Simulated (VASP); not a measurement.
# P (Cmce) in VASP: further runs, part 2 of 2

VASP 6.6.1. Earlier steps stand in the parts before.

## (3) Single point, r2SCAN

File POSCAR:

```
P
1.0
    1.6538346590     -5.4984059606      0.0000000000
    1.6538346590      5.4984059606      0.0000000000
    0.0000000000      0.0000000000      4.5468944061
P
4
Direct
    0.0955109276      0.9044890724      0.9118095445
    0.5955109276      0.4044890724      0.5881904555
    0.9044890724      0.0955109276      0.0881904555
    0.4044890724      0.5955109276      0.4118095445
```

File INCAR.step1:

```
PREC = Accurate
ENCUT = 520
ISMEAR = -1
SIGMA = 0.05
LREAL = F
LASPH = T
NELM = 60
NBANDS = 18
GGA = PE
ALGO = Normal
EDIFF = 1E-4
LWAVE = T
LCHARG = F
```

File INCAR.step2:

```
PREC = Accurate
ENCUT = 520
EDIFF = 1E-7
ISMEAR = -1
SIGMA = 0.05
LREAL = F
LASPH = T
NELM = 60
ALGO = Normal
ISIF = 2
LWAVE = F
LCHARG = F
METAGGA = R2SCAN
LMIXTAU = T
NBANDS = 18
ISTART = 1
```

File KPOINTS:

```
Automatic mesh
0
Gamma
  9 9 7
```

Potentials or basis: VASP PAW PBE potentials, release 64 (P).

Run with:

```bash
$ cat potpaw_PBE.64/P/POTCAR > POTCAR
$ cp INCAR.step1 INCAR
$ mpirun -np 1 vasp_std > vasp.out
$ cp INCAR.step2 INCAR
$ mpirun -np 1 vasp_std > vasp.out
```

OUTCAR:

```text
PREC = Accurate
   ENCUT = 520
   EDIFF = 1E-7
   ISMEAR = -1
   LREAL = F
   LASPH = T
   NELM = 60
   ISIF = 2
   METAGGA = R2SCAN
   ISTART = 1

 ion  position               nearest neighbor table
   1  0.096  0.904  0.912-   2 2.21   2 2.21   3 2.25
   2  0.596  0.404  0.588-   1 2.21   1 2.21   4 2.25
   3  0.904  0.096  0.088-   4 2.21   4 2.21   1 2.25
   4  0.404  0.596  0.412-   3 2.21   3 2.21   2 2.25

  LATTYP: Found a base centered orthorhombic cell.
 ALAT       =     3.3076693180
 B/A-ratio  =     3.3246406651
 C/A-ratio  =     1.3746520492

  Lattice vectors:

 A1 = (   1.6538346590,  -5.4984059606,   0.0000000000)
 A2 = (   1.6538346590,   5.4984059606,   0.0000000000)
 A3 = (   0.0000000000,   0.0000000000,   4.5468944061)

Analysis of symmetry for initial positions (statically):
=====================================================================
 Subroutine PRICEL returns:
 Original cell was already a primitive cell.

 Routine SETGRP: Setting up the symmetry group for a
 base centered orthorhombic supercell.

 Subroutine GETGRP returns: Found  8 space group operations
 (whereof  4 operations were pure point group operations)
 out of a pool of  8 trial point group operations.

The static configuration has the point symmetry C_2h.
 The point group associated with its full space group is D_2h.

Analysis of symmetry for dynamics (positions and initial velocities):
=====================================================================
 Subroutine PRICEL returns:
 Original cell was already a primitive cell.

 Routine SETGRP: Setting up the symmetry group for a
 base centered orthorhombic supercell.

 Subroutine GETGRP returns: Found  8 space group operations
[... 123 lines left out ...]
   ISMEAR =    -1;   SIGMA  =   0.05  broadening in eV -4-tet -1-fermi 0-gaus
   EFERMI_NEDOS =   21; number of points for ismear=-14 and -15
   IALGO  =     38    algorithm
   IMIX   =      4    mixing-type and parameters
     AMIX     =   0.40;   BMIX     =  1.00
     AMIX_MAG =   1.60;   BMIX_MAG =  1.00
  volume/ion in A,a.u.               =      20.67       139.51
  Fermi-wavevector in a.u.,A,eV,Ry     =   1.019985  1.927491 14.155072  1.040368
  Thomas-Fermi vector in A             =   2.153529
   LORBIT       =      0    0 simple, 1 ext, 2 COOP (PROOUT), +10 PAW based schemes
   METAGGA = R2SCAN    functional components
   LHFCALC =     F    Hartree Fock is set to
   AEXX    =    0.0000 exact exchange contribution
   IVDW    =     0    specifies the selected vdW correction
   LEPSILON=     F    determine dielectric tensor
   LRPA    =     F    only Hartree local field effects (RPA)
 non-spin polarized calculation
  energy-cutoff  :      520.00
  volume of cell :       82.69
 maximum number of plane-waves:      2253
 NGX is ok and might be reduce to    48
   NGX = 21   NGY = 21   NGZ = 17

 number of electron      20.0000001 magnetization

 Free energy of the ion-electron system (eV)
  ---------------------------------------------------
  ext. energy  EPLUGINS =         0.00000000
  ---------------------------------------------------
  free energy    TOTEN  =       -35.92165222 eV

  energy without entropy =      -35.92156025  energy(sigma->0) =      -35.92160624

 E-fermi :   5.8056     XC(G=0):  -9.8147

 val. band max:        5.6133816732   @ k =  -0.4444   0.4444   0.0000
 cond. band min:       6.0115232438   @ k =  -0.4444   0.4444   0.0000
 fundamental gap:      0.3981415706
 Fermi energy:         5.8055870816

 k-point     1 :       0.0000    0.0000    0.0000
  band No.  band energies     occupation
      1     -10.8564      2.00000
      2      -7.9793      2.00000
      3      -4.5675      2.00000
      4      -1.3572      2.00000
      5       0.5631      2.00000
      6       0.6096      2.00000
[... 481 lines left out ...]
      5      -0.0888      2.00000
      6       0.0512      2.00000
[... 10 lines left out ...]
     17      11.6200      0.00000
     18      12.2585      0.00000

 [... further k-points ...]

------------------------ aborting loop because EDIFF is reached ----------------------------------------

  FORCE on cell =-STRESS in cart. coord.  units (eV):
  Direction    XX          YY          ZZ          XY          YZ          ZX
  --------------------------------------------------------------------------------------
  -------------------------------------------------------------------------------------
  Total       -0.5479372     -0.1594527     -0.3621932      0.0000000      0.0000000      0.0000000
  in kB      -10.6161647     -3.0893612     -7.0174147      0.0000000      0.0000000      0.0000000
  external PRESSURE =      -6.9076469 kB  Pullay stress =       0.0000000 kB

 VOLUME and BASIS-vectors are now :
 -----------------------------------------------------------------------------
  energy-cutoff  :      520.00
  volume of cell :       82.69
      direct lattice vectors                 reciprocal lattice vectors
     1.653834659 -5.498405961  0.000000000     0.302327683 -0.090935446  0.000000000
     1.653834659  5.498405961  0.000000000     0.302327683  0.090935446  0.000000000
     0.000000000  0.000000000  4.546894406     0.000000000  0.000000000  0.219930333

 POSITION                                       TOTAL-FORCE (eV/Angst)
 -----------------------------------------------------------------------------------
      1.65383      4.44809      4.14590         0.000000      0.037881     -0.092908
      1.65383     -1.05032      2.67444         0.000000      0.037881      0.092908
      1.65383     -4.44809      0.40099         0.000000     -0.037881      0.092908
      1.65383      1.05032      1.87245         0.000000     -0.037881     -0.092908
 -----------------------------------------------------------------------------------
    total drift:                               -0.000000     -0.000000     -0.000000

  FREE ENERGIE OF THE ION-ELECTRON SYSTEM (eV)
  ---------------------------------------------------
  free  energy   TOTEN  =       -35.9216522216 eV

  energy  without entropy=      -35.9215602497  energy(sigma->0) =      -35.92160624
```

OSZICAR.step1:

```text
N       E                     dE             d eps       ncg     rms          rms(c)
DAV:   1     0.593293247993E+02    0.59329E+02   -0.81711E+03  3600   0.933E+02
DAV:   2    -0.177522729774E+02   -0.77082E+02   -0.73799E+02  4798   0.149E+02
DAV:   3    -0.216204785526E+02   -0.38682E+01   -0.38419E+01  4778   0.341E+01
DAV:   4    -0.216645442719E+02   -0.44066E-01   -0.44029E-01  4776   0.436E+00
DAV:   5    -0.216653900702E+02   -0.84580E-03   -0.84569E-03  4684   0.575E-01    0.103E+01
DAV:   6    -0.215484724791E+02    0.11692E+00   -0.61150E-02  4236   0.126E+00    0.610E+00
DAV:   7    -0.215000810978E+02    0.48391E-01   -0.11162E-01  4330   0.175E+00    0.277E-01
DAV:   8    -0.215003007766E+02   -0.21968E-03   -0.10869E-02  4020   0.585E-01    0.135E-01
DAV:   9    -0.215004004990E+02   -0.99722E-04   -0.42467E-04  4744   0.123E-01
   1 F= -.21500400E+02 E0= -.21500238E+02  d E =-.324371E-03
```

It took 18 min on 1 thread of AMD EPYC 9755, shared host; peak memory 0.31 GiB.

What came out:

```
Free energy            : -35.9217 eV
Pressure               : -0.7 GPa
Largest force          : 0.100 eV/Å
Band gap on the k mesh : 0.40 eV
```

Forces in eV/Å, atoms in the order of the input:
```
P    0.000  0.038 -0.093
P    0.000  0.038  0.093
P    0.000 -0.038  0.093
P    0.000 -0.038 -0.093
```

Stress tensor (GPa, compression positive):
```
-1.06  0.00  0.00
 0.00 -0.31  0.00
 0.00  0.00 -0.70
```

Caveat: the PAW data sets were made with another functional, which shifts forces and pressure a little.

## (4) Single point, r2SCAN

POSCAR is that of step 3.

File INCAR.step1:

```
SYSTEM = P
PREC = Accurate
ENCUT = 520
ISMEAR = -1
SIGMA = 0.01
LREAL = .FALSE.
LASPH = .TRUE.
NELM = 100
NBANDS = 18
GGA = PE
ALGO = Normal
EDIFF = 1E-4
LWAVE = .TRUE.
LCHARG = .FALSE.
```

File INCAR.step2:

```
SYSTEM = P
PREC = Accurate
ENCUT = 520
EDIFF = 1E-7
ISMEAR = -1
SIGMA = 0.01
LREAL = .FALSE.
LASPH = .TRUE.
NELM = 100
ALGO = Normal
ISIF = 2
LWAVE = .FALSE.
LCHARG = .FALSE.
METAGGA = R2SCAN
LMIXTAU = .TRUE.
NBANDS = 18
ISTART = 1
```

File KPOINTS:

```
regular mesh
0
G
  10 10 7
  0 0 0
```

Run with:

```bash
$ cat potpaw_PBE.64/P/POTCAR > POTCAR
$ cp INCAR.step1 INCAR
$ mpirun -np 1 vasp_std > vasp.out
$ cp INCAR.step2 INCAR
$ mpirun -np 1 vasp_std > vasp.out
```

It took 24 min on 1 thread of AMD EPYC 9755, shared host; peak memory 0.33 GiB.

The run converged. Its results:

* Free energy: -35.9219 eV
* Pressure: -0.7 GPa
* Largest force: 0.100 eV/Å
* Band gap on the k mesh: 0.29 eV

Forces in eV/Å, atoms in the order of the input:
```
P    0.000  0.038 -0.092
P    0.000  0.038  0.092
P    0.000 -0.038  0.092
P    0.000 -0.038 -0.092
```

Stress tensor (GPa, compression positive):
```
-1.07  0.00  0.00
 0.00 -0.31  0.00
 0.00  0.00 -0.69
```

Levels at points of the mesh, in eV from the valence-band top:
```tsv
k point	band 7	band 8	band 9	band 10	band 11	band 12	band 13	band 14
(0.00, 0.00, 0.00)	-4.28	-2.85	-2.71	-1.23	0.77	1.29	2.17	3.00
(0.50, 0.00, 0.00)	-3.52	-3.52	-2.69	-2.69	0.91	0.91	1.70	1.70
(0.50, 0.50, 0.00)	-4.38	-2.55	-1.66	0.00	0.29	1.05	2.39	2.89
```

Caveat: the PAW data sets were made with another functional, which shifts forces and pressure a little. A k mesh can miss the band edges.

## (5) Single point, r2SCAN

POSCAR is that of step 4.

File INCAR.step1:

```
SYSTEM = P
PREC = Accurate
ENCUT = 520
ISMEAR = -1
SIGMA = 0.03
LREAL = .False.
LASPH = .True.
NELM = 80
NBANDS = 18
GGA = PE
ALGO = Normal
EDIFF = 1E-4
LWAVE = .True.
LCHARG = .False.
```

File INCAR.step2:

```
SYSTEM = P
PREC = Accurate
ENCUT = 520
EDIFF = 1E-6
ISMEAR = -1
SIGMA = 0.03
LREAL = .False.
LASPH = .True.
NELM = 80
ALGO = Normal
ISIF = 2
LWAVE = .False.
LCHARG = .False.
METAGGA = R2SCAN
LMIXTAU = .True.
NBANDS = 18
ISTART = 1
```

File KPOINTS:

```
Automatic mesh
0
Gamma
  10 10 7
  0 0 0
```

Run with:

```bash
$ cat potpaw_PBE.64/P/POTCAR > POTCAR
$ cp INCAR.step1 INCAR
$ mpirun -np 1 vasp_std > vasp.out
$ cp INCAR.step2 INCAR
$ mpirun -np 1 vasp_std > vasp.out
```

It took 17 min on 1 thread of AMD EPYC 9755, shared host; peak memory 0.33 GiB.

It converged, with:

```
Free energy            : -35.9219 eV
Pressure               : -0.7 GPa
Largest force          : 0.100 eV/Å
Band gap on the k mesh : 0.29 eV
```

Forces in eV/Å, atoms in the order of the input:
```
P    0.000  0.038 -0.092
P    0.000  0.038  0.092
P    0.000 -0.038  0.092
P    0.000 -0.038 -0.092
```

Stress tensor (GPa, compression positive):
```
-1.07  0.00  0.00
 0.00 -0.30  0.00
 0.00  0.00 -0.69
```

Levels at points of the mesh, in eV from the valence-band top:
| k point | band 6 | band 7 | band 8 | band 9 | band 10 | band 11 | band 12 | band 13 | band 14 | band 15 |
| --- | --- | --- | --- | --- | --- | --- | --- | --- | --- | --- |
| (0.00, 0.00, 0.00) | -5.04 | -4.28 | -2.85 | -2.71 | -1.23 | 0.77 | 1.29 | 2.17 | 3.00 | 5.71 |
| (0.50, 0.00, 0.00) | -5.82 | -3.52 | -3.52 | -2.69 | -2.69 | 0.91 | 0.91 | 1.70 | 1.70 | 3.59 |
| (0.50, 0.50, 0.00) | -5.64 | -4.38 | -2.55 | -1.66 | 0.00 | 0.29 | 1.05 | 2.39 | 2.89 | 5.52 |

Caveat: the PAW data sets were made with another functional, which shifts forces and pressure a little. A k mesh can miss the band edges.

## (6) Overview

| k mesh | smearing | gap on the mesh (eV) | pressure (GPa) | largest force (eV/Å) |
| --- | --- | --- | --- | --- |
| 8 × 8 × 6 | fermi-dirac 0.05 eV | 0.29 | -0.7 | 0.10 |
| 9 × 9 × 7 | fermi-dirac 0.05 eV | 0.40 | -0.7 | 0.10 |
| 10 × 10 × 7 | fermi-dirac 0.01 eV | 0.29 | -0.7 | 0.10 |
| 10 × 10 × 7 | fermi-dirac 0.03 eV | 0.29 | -0.7 | 0.10 |

Alike in all rows: task single point; level r2SCAN; potentials or basis VASP PAW PBE potentials, release 64 (P); no spin polarisation; cell as given; cutoff (eV) 520.

Caveats: the PAW data sets were made with another functional, which shifts forces and pressure a little.

Absolute energies hang on the potentials; compare differences alone.
